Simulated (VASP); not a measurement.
# Ge (I4_1/amd) in VASP: further runs

The runs below take Ge through single point, with PBEsol.

Program: VASP 6.6.1. These are calculated values, not measurements. Logs are shortened: lines on timing, memory, paths and dates and some standing lists are left out, and cuts for length are marked.

## 1. The cell of the first run

The structure is tetragonal, space group I4_1/amd (No. 141). The conventional cell has a = 4.134 Å, b = 4.134 Å, c = 5.761 Å, α = 90.00°, β = 90.00°, γ = 90.00°. Ge (site symmetry -4m2) has 4 Ge at 2.52 Å within 3.3 Å.

## 2. Single point, PBEsol (strain +0.030 along x and y, +0.015 along z)

File INCAR:

```
SYSTEM = Ge
PREC = Accurate
ENCUT = 520
EDIFF = 1E-6
ISMEAR = 0
SIGMA = 0.15
LREAL = .FALSE.
LASPH = .TRUE.
NELM = 100
ALGO = Fast
ISIF = 2
LWAVE = .FALSE.
LCHARG = .TRUE.
GGA = PS
LELF = .TRUE.
LVHAR = .TRUE.
NBANDS = 21
```

File KPOINTS:

```
Automatic mesh
0
G
  18 18 18
  0 0 0
```

File POSCAR:

```
Ge
1.0
    0.0000000000      2.9230171483      2.8804489374
    2.9230171483      0.0000000000      2.8804489374
    2.9230171483      2.9230171483      0.0000000000
Ge
2
Direct
    0.5000000000      0.5000000000      0.5000000000
    0.7500000000      0.7500000000      0.7500000000
```

Potentials or basis: VASP PAW PBE potentials, release 64 (Ge_d).

Run with:

```console
cat potpaw_PBE.64/Ge_d/POTCAR > POTCAR
mpirun -np 1 vasp_std > vasp.out
```

OUTCAR:

```text
SYSTEM = Ge
   PREC = Accurate
   ENCUT = 520
   EDIFF = 1E-6
   ISMEAR = 0
   LREAL = .FALSE.
   LASPH = .TRUE.
   NELM = 100
   ISIF = 2
   GGA = PS

 ion  position               nearest neighbor table
   1  0.500  0.500  0.500-   2 2.52   2 2.52   2 2.52   2 2.52
   2  0.750  0.750  0.750-   1 2.52   1 2.52   1 2.52   1 2.52

  LATTYP: Found a body centered tetragonal cell.
 ALAT       =     4.1337704942
 C/A-ratio  =     1.3936182192

  Lattice vectors:

 A1 = (   0.0000000000,  -2.9230171483,  -2.8804489374)
 A2 = (   0.0000000000,   2.9230171483,  -2.8804489374)
 A3 = (   2.9230171483,   0.0000000000,   2.8804489374)

Analysis of symmetry for initial positions (statically):
=====================================================================
 Subroutine PRICEL returns:
 Original cell was already a primitive cell.

 Routine SETGRP: Setting up the symmetry group for a
 body centered tetragonal supercell.

 Subroutine GETGRP returns: Found 16 space group operations
 (whereof  8 operations were pure point group operations)
 out of a pool of 16 trial point group operations.

The static configuration has the point symmetry D_2d.
 The point group associated with its full space group is D_4h.

Analysis of symmetry for dynamics (positions and initial velocities):
=====================================================================
 Subroutine PRICEL returns:
 Original cell was already a primitive cell.

 Routine SETGRP: Setting up the symmetry group for a
 body centered tetragonal supercell.

 Subroutine GETGRP returns: Found 16 space group operations
 (whereof  8 operations were pure point group operations)
 out of a pool of 16 trial point group operations.

The dynamic configuration has the point symmetry D_2d.
 The point group associated with its full space group is D_4h.

 Subroutine INISYM returns: Found 16 space group operations
 (whereof  8 operations are pure point group operations),
 and found     1 'primitive' translations

----------------------------------------------------------------------------------------

                                     Primitive cell

  volume of cell :      49.2213

  direct lattice vectors                    reciprocal lattice vectors
     0.000000000  2.923017148  2.880448937    -0.171056130  0.171056130  0.173584053
     2.923017148  0.000000000  2.880448937     0.171056130 -0.171056130  0.173584053
     2.923017148  2.923017148  0.000000000     0.171056130  0.171056130 -0.173584053

  length of vectors
[... 81 lines left out ...]
   NELM   =    100;   NELMIN=  2; NELMDL= -5     # of ELM steps
   EDIFF  = 0.1E-05   stopping-criterion for ELM
   LREAL  =      F    real-space projection
   EDIFFG = 0.1E-04   stopping-criterion for IOM
   NSW    =      0    number of steps for IOM
   IBRION =     -1    ionic relax: 0-MD 1-quasi-New 2-CG
   NFREE  =      0    steps in history (QN), initial steepest desc. (CG)
   ISIF   =      2    stress and relaxation
   ISYM   =      2    0-nonsym 1-usesym 2-fastsym
   POTIM  = 0.5000    time-step for ionic-motion
   TEBEG  =    0.0;   TEEND  =   0.0 temperature during run
   PSTRESS=    0.0 pullay stress
   NELECT =      28.0000    total number of electrons
   NUPDOWN=      -1.0000    fix difference up-down
   EMIN   =  10.00;   EMAX   =-10.00  energy-range for DOS
   EFERMI =   0.00;   METHOD = LEGACY
   ISMEAR =     0;   SIGMA  =   0.15  broadening in eV -4-tet -1-fermi 0-gaus
   EFERMI_NEDOS =   21; number of points for ismear=-14 and -15
   IALGO  =     68    algorithm
   IMIX   =      4    mixing-type and parameters
     AMIX     =   0.40;   BMIX     =  1.00
     AMIX_MAG =   1.60;   BMIX_MAG =  1.00
  volume/ion in A,a.u.               =      24.61       166.08
  Fermi-wavevector in a.u.,A,eV,Ry     =   1.356469  2.563355 25.034831  1.840008
  Thomas-Fermi vector in A             =   2.483470
   LORBIT       =      0    0 simple, 1 ext, 2 COOP (PROOUT), +10 PAW based schemes
   GGA     = PS    functional components
   LHFCALC =     F    Hartree Fock is set to
   AEXX    =    0.0000 exact exchange contribution
   IVDW    =     0    specifies the selected vdW correction
   LEPSILON=     F    determine dielectric tensor
   LRPA    =     F    only Hartree local field effects (RPA)
 non-spin polarized calculation
 RMM-DIIS sequential band-by-band and
 Gauss-broadening in eV      SIGMA  =   0.15
  energy-cutoff  :      520.00
  volume of cell :       49.22
 maximum number of plane-waves:      1355
   NGX = 15   NGY = 15   NGZ = 15

 number of electron      27.9999980 magnetization

 Free energy of the ion-electron system (eV)
  ---------------------------------------------------
  ext. energy  EPLUGINS =         0.00000000
  ---------------------------------------------------
  free energy    TOTEN  =        -9.82423368 eV

  energy without entropy =       -9.82330202  energy(sigma->0) =       -9.82376785

 E-fermi :   4.0548     XC(G=0):  -9.7398

 val. band max:        4.0483632702   @ k =   0.0000   0.0000   0.0000
 cond. band min:       4.0628253912   @ k =   0.3889  -0.0000   0.0000
 fundamental gap:      0.0144621210
 Fermi energy:         4.0547649527

 k-point     1 :       0.0000    0.0000    0.0000
  band No.  band energies     occupation
      1     -20.5843      2.00000
      2     -20.5818      2.00000
      3     -20.5818      2.00000
      4     -20.5524      2.00000
      5     -20.5519      2.00000
      6     -20.3834      2.00000
[... 565 lines left out ...]
     20      11.8361      0.00000
     21      12.8102      0.00000

 [... further k-points ...]

------------------------ aborting loop because EDIFF is reached ----------------------------------------

  FORCE on cell =-STRESS in cart. coord.  units (eV):
  Direction    XX          YY          ZZ          XY          YZ          ZX
  --------------------------------------------------------------------------------------
  -------------------------------------------------------------------------------------
  Total       -1.2853022     -1.2853022     -0.9988838      0.0000000      0.0000000     -0.0000000
  in kB      -41.8372309    -41.8372309    -32.5141690      0.0000000      0.0000000     -0.0000000
  external PRESSURE =     -38.7295436 kB  Pullay stress =       0.0000000 kB

 VOLUME and BASIS-vectors are now :
 -----------------------------------------------------------------------------
  energy-cutoff  :      520.00
  volume of cell :       49.22
      direct lattice vectors                 reciprocal lattice vectors
     0.000000000  2.923017148  2.880448937    -0.171056130  0.171056130  0.173584053
     2.923017148  0.000000000  2.880448937     0.171056130 -0.171056130  0.173584053
     2.923017148  2.923017148  0.000000000     0.171056130  0.171056130 -0.173584053

 POSITION                                       TOTAL-FORCE (eV/Angst)
 -----------------------------------------------------------------------------------
      2.92302      2.92302      2.88045        -0.000000     -0.000000     -0.000000
      4.38453      4.38453      4.32067         0.000000      0.000000      0.000000
 -----------------------------------------------------------------------------------
    total drift:                               -0.000000     -0.000000      0.000000

  FREE ENERGIE OF THE ION-ELECTRON SYSTEM (eV)
  ---------------------------------------------------
  free  energy   TOTEN  =        -9.8242336826 eV

  energy  without entropy=       -9.8233020164  energy(sigma->0) =       -9.82376785
```

stdout:

```text
POSCAR found type information on POSCAR Ge
 POSCAR found :  1 types and       2 ions
 scaLAPACK will be used
 -----------------------------------------------------------------------------
|                                                                             |
|                                                                             |
|     You enforced a specific xc type in the INCAR file but a different       |
|     I HOPE YOU KNOW WHAT YOU ARE DOING!                                     |
|                                                                             |
 -----------------------------------------------------------------------------

 LDA part: xc-table for (Slater+PW92), standard interpolation
 POSCAR, INCAR and KPOINTS ok, starting setup
 FFT: planning ... GRIDC
 FFT: planning ... GRID_SOFT
 FFT: planning ... GRID
 WAVECAR not read
 entering main loop
WARNING in EDDRMM: call to ZHEGV failed, returncode =   6  3     16
```

Run time: 9.7 min. Hardware: 1 thread of Oxide Virtual Turin-like, shared host; peak memory 0.44 GiB.

What came out:

```yaml
Free_energy: -9.8242 eV
Pressure: -3.9 GPa
Band_gap_on_the_k_mesh: zero (bands 14 and 15 overlap by 0.09 eV)
```

Levels at points of the mesh, in eV from the Fermi level:
```csv
k point,band 12,band 13,band 14,band 15,band 16,band 17
"(0.00, 0.00, 0.00)",-0.72,-0.01,-0.01,0.10,2.47,2.54
"(0.50, 0.00, 0.00)",-7.24,-1.32,-1.20,-0.09,3.65,3.73
"(0.50, 0.50, 0.00)",-8.53,-2.84,-2.84,0.72,0.72,8.85
"(0.50, 0.00, 0.50)",-8.60,-2.75,-2.75,0.83,0.83,8.82
```

Caveat: the cell differs from its parent crystal (strain +0.030 along x and y, +0.015 along z); the cell stands under tension; semilocal functionals underestimate gaps, and a narrow one can read as zero; the PAW data sets were made with another functional, which shifts forces and pressure a little.

## 3. Single point, PBEsol (strain -0.030 along x and y, -0.015 along z)

File INCAR:

```
SYSTEM = Ge
  ALGO = Normal
  EDIFF = 1E-6
  ENCUT = 520
  GGA = PS
  ISIF = 2
  ISMEAR = 0
  LASPH = .True.
  LCHARG = .True.
  LELF = .True.
  LREAL = .False.
  LVHAR = .True.
  LWAVE = .False.
  NBANDS = 21
  NELM = 60
  PREC = Accurate
  SIGMA = 0.15
```

File KPOINTS:

```
k-points
0
Gamma
  18 18 18
  0 0 0
```

File POSCAR:

```
Ge
1.0
    0.0000000000      2.7527443047      2.7953125156
    2.7527443047      0.0000000000      2.7953125156
    2.7527443047      2.7527443047      0.0000000000
Ge
2
Direct
    0.5000000000      0.5000000000      0.5000000000
    0.7500000000      0.7500000000      0.7500000000
```

Potentials or basis: VASP PAW PBE potentials, release 64 (Ge_d).

Run with:

```console
cat potpaw_PBE.64/Ge_d/POTCAR > POTCAR
mpirun -np 1 vasp_std > vasp.out
```

OUTCAR:

```text
SYSTEM = Ge
   EDIFF = 1E-6
   ENCUT = 520
   GGA = PS
   ISIF = 2
   ISMEAR = 0
   LASPH = .True.
   LREAL = .False.
   NELM = 60
   PREC = Accurate

 ion  position               nearest neighbor table
   1  0.500  0.500  0.500-   2 2.40   2 2.40   2 2.40   2 2.40
   2  0.750  0.750  0.750-   1 2.40   1 2.40   1 2.40   1 2.40

  LATTYP: Found a body centered tetragonal cell.
 ALAT       =     3.8929683295
 C/A-ratio  =     1.4360828443

  Lattice vectors:

 A1 = (  -2.7527443047,   0.0000000000,   2.7953125156)
 A2 = (   2.7527443047,   0.0000000000,   2.7953125156)
 A3 = (   0.0000000000,   2.7527443047,  -2.7953125156)

Analysis of symmetry for initial positions (statically):
=====================================================================
 Subroutine PRICEL returns:
 Original cell was already a primitive cell.

 Routine SETGRP: Setting up the symmetry group for a
 body centered tetragonal supercell.

 Subroutine GETGRP returns: Found 16 space group operations
 (whereof  8 operations were pure point group operations)
 out of a pool of 16 trial point group operations.

The static configuration has the point symmetry D_2d.
 The point group associated with its full space group is D_4h.

[... 160 lines left out ...]
  energy without entropy =       -9.81441100  energy(sigma->0) =       -9.81447446

 E-fermi :   5.6887     XC(G=0): -10.4488

 val. band max:        5.5747229983   @ k =   0.0000   0.0000   0.0000
 cond. band min:       5.8617248269   @ k =   0.5000   0.0000   0.0000
 fundamental gap:      0.2870018285
 Fermi energy:         5.6886894855

 k-point     1 :       0.0000    0.0000    0.0000
  band No.  band energies     occupation
      1     -19.3385      2.00000
      2     -19.3385      2.00000
      3     -19.3337      2.00000
      4     -19.2960      2.00000
      5     -19.2936      2.00000
      6     -19.0485      2.00000
[... 565 lines left out ...]
     20      13.6914      0.00000
     21      14.6100      0.00000

 [... further k-points ...]

------------------------ aborting loop because EDIFF is reached ----------------------------------------

  FORCE on cell =-STRESS in cart. coord.  units (eV):
  Direction    XX          YY          ZZ          XY          YZ          ZX
  --------------------------------------------------------------------------------------
  -------------------------------------------------------------------------------------
  Total        1.6926517      1.6926517      1.3795509      0.0000000     -0.0000000     -0.0000000
  in kB       64.0156369     64.0156369     52.1742474      0.0000000     -0.0000000     -0.0000000
  external PRESSURE =      60.0685070 kB  Pullay stress =       0.0000000 kB

 VOLUME and BASIS-vectors are now :
 -----------------------------------------------------------------------------
  energy-cutoff  :      520.00
  volume of cell :       42.36
      direct lattice vectors                 reciprocal lattice vectors
     0.000000000  2.752744305  2.795312516    -0.181636921  0.181636921  0.178870877
     2.752744305  0.000000000  2.795312516     0.181636921 -0.181636921  0.178870877
     2.752744305  2.752744305  0.000000000     0.181636921  0.181636921 -0.178870877

 POSITION                                       TOTAL-FORCE (eV/Angst)
 -----------------------------------------------------------------------------------
      2.75274      2.75274      2.79531         0.000000      0.000000      0.000000
      4.12912      4.12912      4.19297        -0.000000     -0.000000      0.000000
 -----------------------------------------------------------------------------------
    total drift:                                0.000000     -0.000000     -0.000000

  FREE ENERGIE OF THE ION-ELECTRON SYSTEM (eV)
  ---------------------------------------------------
  free  energy   TOTEN  =        -9.8145379166 eV

  energy  without entropy=       -9.8144109974  energy(sigma->0) =       -9.81447446
```

OSZICAR:

```text
N       E                     dE             d eps       ncg     rms          rms(c)
DAV:   1     0.189814318266E+03    0.18981E+03   -0.14529E+04 22748   0.372E+03
DAV:   2     0.171120186296E+02   -0.17270E+03   -0.16718E+03 20280   0.618E+02
DAV:   3    -0.913605394252E+01   -0.26248E+02   -0.26074E+02 23105   0.142E+02
DAV:   4    -0.998471664364E+01   -0.84866E+00   -0.84823E+00 22796   0.301E+01
DAV:   5    -0.999813822061E+01   -0.13422E-01   -0.13421E-01 23188   0.414E+00    0.357E+00
DAV:   6    -0.987242976445E+01    0.12571E+00   -0.40798E-02 25386   0.222E+00    0.203E+00
DAV:   7    -0.981329936223E+01    0.59130E-01   -0.71165E-02 21409   0.246E+00    0.161E-01
DAV:   8    -0.981442350113E+01   -0.11241E-02   -0.73425E-03 23531   0.113E+00    0.531E-02
DAV:   9    -0.981453141019E+01   -0.10791E-03   -0.20160E-04 22913   0.182E-01    0.906E-03
DAV:  10    -0.981453705526E+01   -0.56451E-05   -0.12339E-05 26821   0.337E-02    0.552E-03
DAV:  11    -0.981453818583E+01   -0.11306E-05   -0.27144E-06 23119   0.218E-02    0.130E-03
DAV:  12    -0.981453791664E+01    0.26919E-06   -0.26091E-07 12940   0.108E-02
   1 F= -.98145379E+01 E0= -.98144745E+01  d E =-.126919E-03
```

stdout:

```text
POSCAR found type information on POSCAR Ge
 POSCAR found :  1 types and       2 ions
 scaLAPACK will be used
 -----------------------------------------------------------------------------
|                                                                             |
|                                                                             |
|     You enforced a specific xc type in the INCAR file but a different       |
|     I HOPE YOU KNOW WHAT YOU ARE DOING!                                     |
|                                                                             |
 -----------------------------------------------------------------------------

 LDA part: xc-table for (Slater+PW92), standard interpolation
 POSCAR, INCAR and KPOINTS ok, starting setup
 FFT: planning ... GRIDC
 FFT: planning ... GRID_SOFT
 FFT: planning ... GRID
 WAVECAR not read
 entering main loop
```

It took 6.4 min on 1 thread of Oxide Virtual Turin-like, shared host; peak memory 0.4 GiB.

Results:

```
Free energy            : -9.8145 eV
Pressure               : 6.0 GPa
Band gap on the k mesh : 0.29 eV (least direct gap 0.57 eV)
```

Caveat: the cell differs from its parent crystal (strain -0.030 along x and y, -0.015 along z); the cell stands under pressure; semilocal functionals underestimate gaps, and a narrow one can read as zero; the PAW data sets were made with another functional, which shifts forces and pressure a little. A k mesh can miss the band edges.
